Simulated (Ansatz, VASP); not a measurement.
**One calculation of Sc, two programs**

The input INCAR:

```
SYSTEM = Sc
  PREC = Accurate
  ENCUT = 500
  EDIFF = 1E-6
  ISMEAR = 1
  SIGMA = 0.05
  LREAL = .False.
  LASPH = .True.
  NELM = 120
  ALGO = Normal
  ISIF = 2
  LWAVE = .False.
  LCHARG = .True.
  GGA = CA
  LELF = .True.
  LVHAR = .True.
  NBANDS = 12
  GGA_COMPAT = .False.
```

File KPOINTS:

```
regular mesh
0
Gamma
  10 10 10
  0 0 0
```

Contents of POSCAR:

```
Sc
1.0
    0.0000000000      2.2600000000      2.2600000000
    2.2600000000      0.0000000000      2.2600000000
    2.2600000000      2.2600000000      0.0000000000
Sc
1
Direct
    0.0000000000      0.0000000000      0.0000000000
```

input.yaml

```yaml
crystal:
  lattice: { a: 4.52, b: 4.52, c: 4.52, alpha: 90.0, beta: 90.0, gamma: 90.0 }
  space_group: 225
  reduce_to_primitive: true
  atoms:
    - { symbol: Sc, wyckoff: "4a", position: [0.0, 0.0, 0.0] }
hamiltonian:
  xc: lda
  pseudopotentials: { kind: paw, accuracy: stringent, xc_functional: pbe }
kpoints:
  mp_grid: { grid: [10, 10, 10] }
scf:
  occupations: { method: cold, width: 0.05 }
output:
  forces: true
  stress: true
  eigenvalues: true
```

Alike in both runs: task single point; functional LDA; k mesh 10 × 10 × 10; no spin polarisation.

```csv
,VASP,Ansatz
version,VASP 6.6.1,Ansatz 0.2.0
potentials or method,"VASP PAW LDA potentials, release 64 (Sc_sv)",SSSP precision PAW
plane-wave cutoff (eV),500,1225
occupations,"methfessel-paxton of order 1, width 0.05 eV","cold, width 0.05 eV"
valence electrons in the cell,11,11
```

```tsv
	VASP	Ansatz	Ansatz less VASP
gap on the k mesh at the Fermi level (eV)	none	none	-
pressure (GPa)	-1.5	-1.6	-0.03
```

LDA's correlation is that of Perdew and Zunger in VASP and of Perdew and Wang (1992) in Ansatz. A gap of «none» marks a metal or a gap that the smearing closes.
